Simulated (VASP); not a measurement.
Cu:

```
Cu
1.0
     0.00000    1.79537    1.79537
     1.79537    0.00000    1.79537
     1.79537    1.79537    0.00000
Cu
1
Direct
  0.00000 0.00000 0.00000
```

Base run:

| Item | Value |
| --- | --- |
| Program | VASP 6.6.1 |
| Functional | PBE |
| Dispersion | D3(BJ) |
| Potentials or basis | VASP PAW PBE potentials, release 64 (Cu) |
| Cutoff | 600 eV |
| k mesh | 13 × 13 × 13 |
| Occupations | fermi-dirac, width 0.05 eV |
| Spin | no spin polarisation |

Its results: pressure -3.1 GPa.

**Question.** The run is repeated on the same cell with these changes: functional from PBE to PBEsol. What comes out?

**Answer.** Pressure -10.4 GPa.

PBEsol binds more tightly than PBE, so the same cell stands under less pressure.

Caveats: pairwise dispersion overbinds metals, which lowers pressure and volume; the PAW data sets were made with another functional, which shifts forces and pressure a little (some runs).
